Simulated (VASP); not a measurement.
Wanted: the native input for a VASP 6.6.1 run.

```
Task                   : single point
Functional             : PBEsol
Potentials or basis    : VASP PAW PBE potentials, release 64 (Al, Cu)
Cutoff                 : 520 eV
k mesh                 : 5 × 5 × 5
Occupations            : methfessel-paxton, width 0.05 eV
Spin                   : no spin polarisation
Dipole correction      : no
Further INCAR settings : ALGO = Normal; EDIFF = 1e-07; NBANDS = 26
```

The structure of AlCu3 lies in POSCAR:

```
AlCu3
1.0
    3.6326723997      0.0000000000      0.0000000000
    0.0000000000      3.6326723997      0.0000000000
    0.0000000000      0.0000000000      3.6326723997
Al Cu
1 3
Direct
    0.0000000000      0.0000000000      0.0000000000
    0.5000000000      0.5000000000      0.0000000000
    0.0000000000      0.5000000000      0.5000000000
    0.5000000000      0.0000000000      0.5000000000
```

These files were run (other wordings do the same):

INCAR

```
PREC = Accurate
ENCUT = 520
EDIFF = 1E-7
ISMEAR = 1
SIGMA = 0.05
LREAL = False
LASPH = True
NELM = 80
ALGO = Normal
ISIF = 2
LWAVE = False
LCHARG = True
GGA = PS
LELF = True
LVHAR = True
NBANDS = 26
```

KPOINTS

```
regular mesh
0
Gamma
  5 5 5
```

Potentials or basis: VASP PAW PBE potentials, release 64 (Al, Cu).

Launch:

```sh
$ cat potpaw_PBE.64/Al/POTCAR potpaw_PBE.64/Cu/POTCAR > POTCAR
$ mpirun -np 1 vasp_std > vasp.out
```

It gave:

The pressure is 0.6 GPa and the band gap on the k mesh is zero (band 18 reaches 11.26 eV, above the bottom of band 19 at 7.04 eV).

Caveat: the PAW data sets were made with another functional, which shifts forces and pressure a little.

Wall time 9 s on 1 thread of AMD EPYC 9R45 96-Core Processor (Zen 5), with other jobs on the host, peak memory 0.12 GiB.
